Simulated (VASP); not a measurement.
# HgTe (Fm-3m) in VASP: single point with PBE

Aim: the single point of HgTe with PBE.

Program: VASP 6.6.1. These are calculated values, not measurements. Logs are shortened: lines on timing, memory, paths and dates and some standing lists are left out, and cuts for length are marked.

### 1 The cell of the first run

The structure is cubic, space group Fm-3m (No. 225). Conventional cell: a = 6.154 Å, b = 6.154 Å, c = 6.154 Å, α = 90.00°, β = 90.00°, γ = 90.00°. Within 4.1 Å of Hg (site symmetry m-3m) lie 6 Te at 3.08 Å. Te (site symmetry m-3m) has 6 Hg at 3.08 Å within 4.1 Å.

### 2 Single point, PBE

File INCAR:

```
SYSTEM = HgTe
  ALGO = Normal
  EDIFF = 1E-6
  ENCUT = 500
  GGA = PE
  GGA_COMPAT = .False.
  ISIF = 2
  ISMEAR = 0
  LASPH = .True.
  LCHARG = .False.
  LREAL = .False.
  LWAVE = .False.
  NBANDS = 16
  NELM = 120
  PREC = Accurate
  SIGMA = 0.15
```

File KPOINTS:

```
k-points
0
Gamma
  8 8 8
  0 0 0
```

File POSCAR:

```
HgTe
1.0
    0.0000000000      3.0771170000      3.0771170000
    3.0771170000      0.0000000000      3.0771170000
    3.0771170000      3.0771170000      0.0000000000
Hg Te
1 1
Direct
    0.0000000000      0.0000000000      0.0000000000
    0.5000000000      0.5000000000      0.5000000000
```

Potentials or basis: VASP PAW PBE potentials, release 64 (Hg, Te).

Started as:

```
$ cat potpaw_PBE.64/Hg/POTCAR potpaw_PBE.64/Te/POTCAR > POTCAR
$ mpirun -np 1 vasp_std > vasp.out
```

OUTCAR:

```text
SYSTEM = HgTe
   EDIFF = 1E-6
   ENCUT = 500
   GGA = PE
   ISIF = 2
   ISMEAR = 0
   LASPH = .True.
   LREAL = .False.
   NELM = 120
   PREC = Accurate

 ion  position               nearest neighbor table
   1  0.000  0.000  0.000-   2 3.08   2 3.08   2 3.08   2 3.08   2 3.08   2 3.08
   2  0.500  0.500  0.500-   1 3.08   1 3.08   1 3.08   1 3.08   1 3.08   1 3.08

  LATTYP: Found a face centered cubic cell.
 ALAT       =     6.1542340000

  Lattice vectors:

 A1 = (   0.0000000000,   3.0771170000,   3.0771170000)
 A2 = (   3.0771170000,   0.0000000000,   3.0771170000)
 A3 = (   3.0771170000,   3.0771170000,   0.0000000000)

Analysis of symmetry for initial positions (statically):
=====================================================================
 Subroutine PRICEL returns:
 Original cell was already a primitive cell.

 Routine SETGRP: Setting up the symmetry group for a
 face centered cubic supercell.

 Subroutine GETGRP returns: Found 48 space group operations
 (whereof 48 operations were pure point group operations)
 out of a pool of 48 trial point group operations.

The static configuration has the point symmetry O_h .

Analysis of symmetry for dynamics (positions and initial velocities):
=====================================================================
 Subroutine PRICEL returns:
 Original cell was already a primitive cell.

 Routine SETGRP: Setting up the symmetry group for a
 face centered cubic supercell.

 Subroutine GETGRP returns: Found 48 space group operations
 (whereof 48 operations were pure point group operations)
 out of a pool of 48 trial point group operations.

The dynamic configuration has the point symmetry O_h .

 Subroutine INISYM returns: Found 48 space group operations
 (whereof 48 operations are pure point group operations),
 and found     1 'primitive' translations

----------------------------------------------------------------------------------------

                                     Primitive cell

  volume of cell :      58.2723

  direct lattice vectors                    reciprocal lattice vectors
     0.000000000  3.077117000  3.077117000    -0.162489759  0.162489759  0.162489759
     3.077117000  0.000000000  3.077117000     0.162489759 -0.162489759  0.162489759
     3.077117000  3.077117000  0.000000000     0.162489759  0.162489759 -0.162489759

  length of vectors
     4.351700594  4.351700594  4.351700594     0.281440518  0.281440518  0.281440518

[... 79 lines left out ...]
   NELM   =    120;   NELMIN=  2; NELMDL= -5     # of ELM steps
   EDIFF  = 0.1E-05   stopping-criterion for ELM
   LREAL  =      F    real-space projection
   EDIFFG = 0.1E-04   stopping-criterion for IOM
   NSW    =      0    number of steps for IOM
   IBRION =     -1    ionic relax: 0-MD 1-quasi-New 2-CG
   NFREE  =      0    steps in history (QN), initial steepest desc. (CG)
   ISIF   =      2    stress and relaxation
   ISYM   =      2    0-nonsym 1-usesym 2-fastsym
   POTIM  = 0.5000    time-step for ionic-motion
   TEBEG  =    0.0;   TEEND  =   0.0 temperature during run
   PSTRESS=    0.0 pullay stress
   NELECT =      18.0000    total number of electrons
   NUPDOWN=      -1.0000    fix difference up-down
   EMIN   =  10.00;   EMAX   =-10.00  energy-range for DOS
   EFERMI =   0.00;   METHOD = LEGACY
   ISMEAR =     0;   SIGMA  =   0.15  broadening in eV -4-tet -1-fermi 0-gaus
   EFERMI_NEDOS =   21; number of points for ismear=-14 and -15
   IALGO  =     38    algorithm
   IMIX   =      4    mixing-type and parameters
     AMIX     =   0.40;   BMIX     =  1.00
     AMIX_MAG =   1.60;   BMIX_MAG =  1.00
  volume/ion in A,a.u.               =      29.14       196.62
  Fermi-wavevector in a.u.,A,eV,Ry     =   1.106653  2.091272 16.662809  1.224682
  Thomas-Fermi vector in A             =   2.243157
   LORBIT       =      0    0 simple, 1 ext, 2 COOP (PROOUT), +10 PAW based schemes
   GGA     = PE    functional components
   LHFCALC =     F    Hartree Fock is set to
   AEXX    =    0.0000 exact exchange contribution
   IVDW    =     0    specifies the selected vdW correction
   LEPSILON=     F    determine dielectric tensor
   LRPA    =     F    only Hartree local field effects (RPA)
 non-spin polarized calculation
 Gauss-broadening in eV      SIGMA  =   0.15
  energy-cutoff  :      500.00
  volume of cell :       58.27
 maximum number of plane-waves:      1494
   NGX = 15   NGY = 15   NGZ = 15

 number of electron      17.9999999 magnetization

 Free energy of the ion-electron system (eV)
  ---------------------------------------------------
  ext. energy  EPLUGINS =         0.00000000
  ---------------------------------------------------
  free energy    TOTEN  =        -3.34806162 eV

  energy without entropy =       -3.32998034  energy(sigma->0) =       -3.33902098

 E-fermi :   4.1484     XC(G=0):  -9.7459

 val. band max:        4.1453994984   @ k =  -0.2500   0.2500   0.0000
 cond. band min:       4.1526804773   @ k =  -0.3750   0.3750   0.0000
 fundamental gap:      0.0072809789
 Fermi energy:         4.1483859556

 k-point     1 :       0.0000    0.0000    0.0000
  band No.  band energies     occupation
      1      -7.7518      2.00000
      2      -2.5070      2.00000
      3      -2.5070      2.00000
      4      -2.4498      2.00000
      5      -2.4498      2.00000
      6      -2.4498      2.00000
[... 433 lines left out ...]
      3      -2.6189      2.00000
      4      -2.5540      2.00000
      5      -2.2792      2.00000
      6      -2.2387      2.00000
[... 8 lines left out ...]
     15      13.6511      0.00000
     16      15.9806      0.00000

 [... further k-points ...]

------------------------ aborting loop because EDIFF is reached ----------------------------------------

  FORCE on cell =-STRESS in cart. coord.  units (eV):
  Direction    XX          YY          ZZ          XY          YZ          ZX
  --------------------------------------------------------------------------------------
  -------------------------------------------------------------------------------------
  Total       -0.0555456     -0.0555456     -0.0555456      0.0000000     -0.0000000      0.0000000
  in kB       -1.5272086     -1.5272086     -1.5272086      0.0000000     -0.0000000      0.0000000
  external PRESSURE =      -1.5272086 kB  Pullay stress =       0.0000000 kB

 VOLUME and BASIS-vectors are now :
 -----------------------------------------------------------------------------
  energy-cutoff  :      500.00
  volume of cell :       58.27
      direct lattice vectors                 reciprocal lattice vectors
     0.000000000  3.077117000  3.077117000    -0.162489759  0.162489759  0.162489759
     3.077117000  0.000000000  3.077117000     0.162489759 -0.162489759  0.162489759
     3.077117000  3.077117000  0.000000000     0.162489759  0.162489759 -0.162489759

 POSITION                                       TOTAL-FORCE (eV/Angst)
 -----------------------------------------------------------------------------------
      0.00000      0.00000      0.00000        -0.000000      0.000000     -0.000000
      3.07712      3.07712      3.07712         0.000000     -0.000000      0.000000
 -----------------------------------------------------------------------------------
    total drift:                                0.000000     -0.000000     -0.000000

  FREE ENERGIE OF THE ION-ELECTRON SYSTEM (eV)
  ---------------------------------------------------
  free  energy   TOTEN  =        -3.3480616246 eV

  energy  without entropy=       -3.3299803364  energy(sigma->0) =       -3.33902098
```

OSZICAR:

```text
N       E                     dE             d eps       ncg     rms          rms(c)
DAV:   1     0.100275379895E+03    0.10028E+03   -0.81483E+03   928   0.969E+02
DAV:   2    -0.309007523602E+00   -0.10058E+03   -0.93831E+02  1128   0.224E+02
DAV:   3    -0.352577899964E+01   -0.32168E+01   -0.32096E+01  1096   0.413E+01
DAV:   4    -0.354997737249E+01   -0.24198E-01   -0.24197E-01  1336   0.337E+00
DAV:   5    -0.355026619299E+01   -0.28882E-03   -0.28882E-03  1184   0.274E-01    0.671E+00
DAV:   6    -0.335123974247E+01    0.19903E+00   -0.40475E-01  1096   0.791E+00    0.532E+00
DAV:   7    -0.334862032741E+01    0.26194E-02   -0.59360E-02  1104   0.166E+00    0.204E+00
DAV:   8    -0.334804347437E+01    0.57685E-03   -0.47163E-03  1072   0.758E-01    0.440E-01
DAV:   9    -0.334803636896E+01    0.71054E-05   -0.53842E-04  1216   0.229E-01    0.420E-02
DAV:  10    -0.334805415068E+01   -0.17782E-04   -0.48075E-05  1160   0.595E-02    0.310E-02
DAV:  11    -0.334806164648E+01   -0.74958E-05   -0.89326E-06  1120   0.211E-02    0.116E-02
DAV:  12    -0.334806162461E+01    0.21870E-07   -0.64263E-07   752   0.558E-03
   1 F= -.33480616E+01 E0= -.33390210E+01  d E =-.180813E-01
```

Wall time 39 s (1 thread of Intel Xeon 8259CL, shared host); peak memory 0.19 GiB.

What came out:

```
Free energy            : -3.3481 eV
Pressure               : -0.2 GPa
Band gap on the k mesh : zero (bands 9 and 10 overlap by 2.40 eV)
```

Caveat: spin-orbit coupling is left out, which moves the levels of the heavy elements.
